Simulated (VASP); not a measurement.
# SiC (P6/mmm) in VASP: further runs

Runs on SiC. Level: PBE. Tasks: relaxation of cell and atoms, single point.

Everything below comes from runs of VASP 6.6.1. Logs are shortened: lines on timing, memory, paths and dates and some standing lists are left out, and cuts for length are marked.

## 1. The cell of the first run

The structure is hexagonal, space group P6/mmm (No. 191). The conventional cell has a = 3.924 Å, b = 3.924 Å, c = 3.456 Å, α = 90.00°, β = 90.00°, γ = 120.00°. Si (site symmetry -6m2) has 2 C at 1.73 Å and 3 Si at 2.27 Å within 2.3 Å. Within 2.3 Å of C (site symmetry -6m2) lie 2 Si at 1.73 Å and 3 C at 2.27 Å.

## 2. Relaxation of cell and atoms, PBE

Input file INCAR:

```
SYSTEM = SiC
PREC = Accurate
ENCUT = 600
EDIFF = 1E-7
ISMEAR = 0
SIGMA = 0.1
LREAL = .False.
LASPH = .True.
NELM = 100
ALGO = Normal
ISIF = 3
LWAVE = .False.
LCHARG = .False.
GGA = PE
IBRION = 2
NSW = 90
EDIFFG = -0.04
```

Input file KPOINTS:

```
regular mesh
0
Gamma
  6 6 6
  0 0 0
```

Input file POSCAR:

```
SiC
1.0
    3.9236989100      0.0000000000      0.0000000000
   -1.9618494600      3.3980229400      0.0000000000
    0.0000000000      0.0000000000      3.4563668200
Si C
2 2
Direct
    0.3333333300      0.6666666700      0.5000000000
    0.6666666700      0.3333333300      0.5000000000
    0.3333333300      0.6666666700      0.0000000000
    0.6666666700      0.3333333300      0.0000000000
```

Potentials or basis: VASP PAW PBE potentials, release 64 (Si, C).

Launch:

```bash
$ cat potpaw_PBE.64/Si/POTCAR potpaw_PBE.64/C/POTCAR > POTCAR
$ mpirun -np 1 vasp_std > vasp.out
```

OUTCAR:

```text
SYSTEM = SiC
   PREC = Accurate
   ENCUT = 600
   EDIFF = 1E-7
   ISMEAR = 0
   LREAL = .False.
   LASPH = .True.
   NELM = 100
   ISIF = 3
   GGA = PE
   IBRION = 2
   NSW = 90
   EDIFFG = -0.04

 ion  position               nearest neighbor table
   1  0.333  0.667  0.500-   3 1.73   3 1.73   2 2.27   2 2.27   2 2.27
   2  0.667  0.333  0.500-   4 1.73   4 1.73   1 2.27   1 2.27   1 2.27
   3  0.333  0.667  0.000-   1 1.73   1 1.73
   4  0.667  0.333  0.000-   2 1.73   2 1.73

  LATTYP: Found a hexagonal cell.
 ALAT       =     3.9236989100
 C/A-ratio  =     0.8808950175

  Lattice vectors:

 A1 = (   3.9236989100,   0.0000000000,   0.0000000000)
 A2 = (  -1.9618494600,   3.3980229400,   0.0000000000)
 A3 = (   0.0000000000,   0.0000000000,   3.4563668200)

Analysis of symmetry for initial positions (statically):
=====================================================================
 Subroutine PRICEL returns:
 Original cell was already a primitive cell.

 Routine SETGRP: Setting up the symmetry group for a
 hexagonal supercell.

 Subroutine GETGRP returns: Found 24 space group operations
 (whereof 24 operations were pure point group operations)
 out of a pool of 24 trial point group operations.

The static configuration has the point symmetry D_6h.

Analysis of symmetry for dynamics (positions and initial velocities):
=====================================================================
 Subroutine PRICEL returns:
 Original cell was already a primitive cell.

 Routine SETGRP: Setting up the symmetry group for a
 hexagonal supercell.

 Subroutine GETGRP returns: Found 24 space group operations
 (whereof 24 operations were pure point group operations)
 out of a pool of 24 trial point group operations.

The dynamic configuration has the point symmetry D_6h.

 Subroutine INISYM returns: Found 24 space group operations
 (whereof 24 operations are pure point group operations),
 and found     1 'primitive' translations

----------------------------------------------------------------------------------------

                                     Primitive cell

  volume of cell :      46.0831

  direct lattice vectors                    reciprocal lattice vectors
     3.923698910  0.000000000  0.000000000     0.254861554  0.147144387  0.000000000
    -1.961849460  3.398022940  0.000000000     0.000000000  0.294288773  0.000000000
     0.000000000  0.000000000  3.456366820     0.000000000  0.000000000  0.289321143

  length of vectors
     3.923698910  3.923698919  3.456366820     0.294288773  0.294288773  0.289321143

  position of ions in fractional coordinates (direct lattice)
     0.333333330  0.666666670  0.500000000
     0.666666670  0.333333330  0.500000000
     0.333333330  0.666666670  0.000000000
     0.666666670  0.333333330  0.000000000

  ion indices of the primitive-cell ions
   primitive index   ion index
                 1           1
                 2           2
                 3           3
                 4           4

----------------------------------------------------------------------------------------

 KPOINTS: regular mesh

Automatic generation of k-mesh.
 Grid dimensions read from file:
 generate k-points for:    6    6    6

 Generating k-lattice:

  Cartesian coordinates                     Fractional coordinates (reciprocal lattice)
     0.042476926  0.024524064  0.000000000     0.166666667  0.000000000  0.000000000
     0.000000000  0.049048129  0.000000000     0.000000000  0.166666667  0.000000000
     0.000000000  0.000000000  0.048220191     0.000000000  0.000000000  0.166666667

  Length of vectors
     0.049048129  0.049048129  0.048220191

  Shift w.r.t. Gamma in fractional coordinates (k-lattice)
     0.000000000  0.000000000  0.000000000

 Subroutine IBZKPT returns following result:
 ===========================================

 Found     28 irreducible k-points:

 Following reciprocal coordinates:
            Coordinates               Weight
  0.000000  0.000000  0.000000      1.000000
  0.166667  0.000000  0.000000      6.000000
  0.333333  0.000000  0.000000      6.000000
  0.500000  0.000000  0.000000      3.000000
  0.166667  0.166667  0.000000      6.000000
  0.333333  0.166667  0.000000     12.000000
[... 16 lines left out ...]
  0.166667  0.000000  0.500000      6.000000
  0.333333  0.000000  0.500000      6.000000
 [... further k-points ...]
   k-points           NKPTS =     28   k-points in BZ     NKDIM =     28   number of bands    NBANDS=     12
   number of dos      NEDOS =    301   number of ions     NIONS =      4
   total plane-waves  NPLWV =  28672
   dimension x,y,z NGX =    32 NGY =   32 NGZ =   28
   dimension x,y,z NGXF=    64 NGYF=   64 NGZF=   56
   ions per type =               2   2
   NGX,Y,Z   is equivalent  to a cutoff of  13.56, 13.56, 13.47 a.u.
   NGXF,Y,Z  is equivalent  to a cutoff of  27.12, 27.12, 26.94 a.u.
 SYSTEM =  SiC
   PREC   = accura    normal or accurate (medium, high low for compatibility)
   ISTART =      0    job   : 0-new  1-cont  2-samecut
   ICHARG =      2    charge: 1-file 2-atom 10-const
   ISPIN  =      1    spin polarized calculation?
   LNONCOLLINEAR =      F non collinear calculations
   LSORBIT =      F    spin-orbit coupling
   LASPH  =      T    aspherical Exc in radial PAW
   ENCUT  =  600.0 eV  44.10 Ry    6.64 a.u.   7.84  7.84  6.90*2*pi/ulx,y,z
   NELM   =    100;   NELMIN=  2; NELMDL= -5     # of ELM steps
   EDIFF  = 0.1E-06   stopping-criterion for ELM
   LREAL  =      F    real-space projection
   EDIFFG = -.4E-01   stopping-criterion for IOM
   NSW    =     90    number of steps for IOM
   IBRION =      2    ionic relax: 0-MD 1-quasi-New 2-CG
   NFREE  =      1    steps in history (QN), initial steepest desc. (CG)
   ISIF   =      3    stress and relaxation
   ISYM   =      2    0-nonsym 1-usesym 2-fastsym
   POTIM  = 0.5000    time-step for ionic-motion
   TEBEG  =    0.0;   TEEND  =   0.0 temperature during run
   PSTRESS=    0.0 pullay stress
   NELECT =      16.0000    total number of electrons
   NUPDOWN=      -1.0000    fix difference up-down
   EMIN   =  10.00;   EMAX   =-10.00  energy-range for DOS
   EFERMI =   0.00;   METHOD = LEGACY
   ISMEAR =     0;   SIGMA  =   0.10  broadening in eV -4-tet -1-fermi 0-gaus
   EFERMI_NEDOS =   21; number of points for ismear=-14 and -15
   IALGO  =     38    algorithm
   IMIX   =      4    mixing-type and parameters
     AMIX     =   0.40;   BMIX     =  1.00
     AMIX_MAG =   1.60;   BMIX_MAG =  1.00
  volume/ion in A,a.u.               =      11.52        77.75
  Fermi-wavevector in a.u.,A,eV,Ry     =   1.150626  2.174368 18.013303  1.323940
  Thomas-Fermi vector in A             =   2.287289
   LORBIT       =      0    0 simple, 1 ext, 2 COOP (PROOUT), +10 PAW based schemes
   GGA     = PE    functional components
   LHFCALC =     F    Hartree Fock is set to
   AEXX    =    0.0000 exact exchange contribution
   IVDW    =     0    specifies the selected vdW correction
   LEPSILON=     F    determine dielectric tensor
   LRPA    =     F    only Hartree local field effects (RPA)
 conjugate gradient relaxation of ions
 non-spin polarized calculation
 Gauss-broadening in eV      SIGMA  =   0.10
  energy-cutoff  :      600.00
  volume of cell :       46.08
 maximum number of plane-waves:      1560
 NGX is ok and might be reduce to    32
   NGX = 15   NGY = 15   NGZ = 13

--------------------------------------- Ionic step        1  -------------------------------------------

 number of electron      16.0000000 magnetization

 Free energy of the ion-electron system (eV)
  ---------------------------------------------------
  ext. energy  EPLUGINS =         0.00000000
  ---------------------------------------------------
  free energy    TOTEN  =       -19.98779285 eV

  energy without entropy =      -19.96732105  energy(sigma->0) =      -19.97755695

------------------------ aborting loop because EDIFF is reached ----------------------------------------

  FORCE on cell =-STRESS in cart. coord.  units (eV):
  Direction    XX          YY          ZZ          XY          YZ          ZX
  --------------------------------------------------------------------------------------
  -------------------------------------------------------------------------------------
  Total        7.2440370      7.2440370     23.4872602     -0.0000000      0.0000000     -0.0000000
  in kB      251.8543365    251.8543375    816.5845028     -0.0000004      0.0000000     -0.0000000
  external PRESSURE =     440.0977256 kB  Pullay stress =       0.0000000 kB

 VOLUME and BASIS-vectors are now :
 -----------------------------------------------------------------------------
  energy-cutoff  :      600.00
  volume of cell :       46.08
      direct lattice vectors                 reciprocal lattice vectors
     3.923698910  0.000000000  0.000000000     0.254861554  0.147144387  0.000000000
    -1.961849460  3.398022940  0.000000000     0.000000000  0.294288773  0.000000000
     0.000000000  0.000000000  3.456366820     0.000000000  0.000000000  0.289321143
[... 967 lines left out ...]
 POSITION                                       TOTAL-FORCE (eV/Angst)
 -----------------------------------------------------------------------------------
     -0.00000      2.29820      1.98969        -0.000000      0.000000      0.000000
      1.99030      1.14910      1.98969         0.000000     -0.000000      0.000000
     -0.00000      2.29820     -0.00000         0.000000      0.000000      0.000000
      1.99030      1.14910      3.97938         0.000000     -0.000000     -0.000000
 -----------------------------------------------------------------------------------
    total drift:                               -0.000000      0.000000      0.000000

  FREE ENERGIE OF THE ION-ELECTRON SYSTEM (eV)
  ---------------------------------------------------
  free  energy   TOTEN  =       -21.6131446050 eV

  energy  without entropy=      -21.5981109725  energy(sigma->0) =      -21.60562779

--------------------------------------- Ionic step        8  -------------------------------------------

 number of electron      15.9999999 magnetization

 Free energy of the ion-electron system (eV)
  ---------------------------------------------------
  ext. energy  EPLUGINS =         0.00000000
  ---------------------------------------------------
  free energy    TOTEN  =       -21.61472667 eV

  energy without entropy =      -21.59977620  energy(sigma->0) =      -21.60725144

 E-fermi :   5.5956     XC(G=0): -10.1021

 val. band max:        5.5917990369   @ k =   0.3333   0.3333   0.3333
 cond. band min:       5.6198259853   @ k =   0.5000   0.0000   0.3333
 fundamental gap:      0.0280269484
 Fermi energy:         5.5956168931

 k-point     1 :       0.0000    0.0000    0.0000
  band No.  band energies     occupation
      1      -8.7753      2.00000
      2      -1.9703      2.00000
      3      -0.8005      2.00000
      4      -0.6694      2.00000
      5       1.5958      2.00000
      6       1.5958      2.00000
      7       3.6204      2.00000
      8       6.0288      0.00000
      9       6.0288      0.00000
     10       7.2821      0.00000
     11       7.2821      0.00000
     12      10.8493      0.00000
[... 367 lines left out ...]
 POSITION                                       TOTAL-FORCE (eV/Angst)
 -----------------------------------------------------------------------------------
     -0.00000      2.30292      1.99700        -0.000000      0.000000      0.000000
      1.99439      1.15146      1.99700        -0.000000     -0.000000     -0.000000
     -0.00000      2.30292     -0.00000         0.000000     -0.000000      0.000000
      1.99439      1.15146     -0.00000        -0.000000      0.000000     -0.000000
 -----------------------------------------------------------------------------------
    total drift:                               -0.000000      0.000000      0.000000

  FREE ENERGIE OF THE ION-ELECTRON SYSTEM (eV)
  ---------------------------------------------------
  free  energy   TOTEN  =       -21.6147266727 eV

  energy  without entropy=      -21.5997762043  energy(sigma->0) =      -21.60725144

 reached required accuracy - stopping structural energy minimisation
```

It took 38 s on 1 thread of Intel Xeon 6975P-C (Granite Rapids), shared host; peak memory 0.17 GiB.

Results:

```yaml
Free_energy: -21.6147 eV
Relaxed_volume: 13.76 Å³/atom
Relaxed_cell: a = 3.989 Å, b = 3.989 Å, c = 3.994 Å, α = 90.00°, β = 90.00°, γ = 120.00°
Space_group_after_relaxing_to_0.05_Å: P6/mmm (No. 191)
Energy_gained_by_relaxing: 406.7 meV/atom
Ionic_steps: 8
Pressure_after_relaxing: 0.0 GPa
Band_gap_on_the_k_mesh: zero (band 8 reaches 6.49 eV, above the bottom of band 9 at 5.06 eV)
```

The path:
| step | energy change (eV) | largest force (eV/Å) | pressure (GPa) | volume (Å³) |
| --- | --- | --- | --- | --- |
| 1 | 0.0000 | 0.0000 | 44.01 | 46.08 |
| 2 | -0.4775 | 0.0000 | -17.93 | 69.92 |
| 3 | -1.5792 | 0.0000 | -1.86 | 57.02 |
| 4 | -1.5786 | 0.0000 | -2.40 | 57.25 |
| 5 | -1.6188 | 0.0000 | -1.79 | 56.14 |
| 6 | -1.6239 | 0.0000 | -1.42 | 55.63 |
| 7 | -1.6254 | 0.0000 | 1.04 | 54.61 |
| 8 | -1.6269 | 0.0000 | -0.01 | 55.03 |

Final structure:
```cif
data_structure
_symmetry_space_group_name_H-M 'P 1'
_symmetry_Int_Tables_number 1
_cell_length_a 3.9888
_cell_length_b 3.9888
_cell_length_c 3.9940
_cell_angle_alpha 90.000
_cell_angle_beta 90.000
_cell_angle_gamma 120.000
_cell_volume 55.03
loop_
_atom_site_label
_atom_site_type_symbol
_atom_site_fract_x
_atom_site_fract_y
_atom_site_fract_z
_atom_site_occupancy
Si1 Si 0.33333 0.66667 0.50000 1
Si2 Si 0.66667 0.33333 0.50000 1
C1 C 0.33333 0.66667 0.00000 1
C2 C 0.66667 0.33333 0.00000 1
```

Levels at points of the mesh, in eV from the Fermi level:
```tsv
k point	band 4	band 5	band 6	band 7	band 8	band 9	band 10	band 11	band 12
(0.00, 0.00, 0.00)	-6.27	-4.00	-4.00	-1.98	0.43	0.43	1.69	1.69	5.25
(0.50, 0.00, 0.00)	-5.06	-4.56	-4.12	-3.84	-1.51	0.83	2.53	3.53	3.66
(0.00, 0.00, 0.50)	-3.63	-2.52	-2.52	-1.53	-1.53	0.55	1.78	1.78	2.94
(0.50, 0.00, 0.50)	-8.15	-3.40	-2.72	-1.50	-1.10	1.32	2.76	3.84	4.51
```

Caveat: the volume moved by over 15 % at a fixed basis, so the end points are rough.

(Part 1 of 2 ends here.)
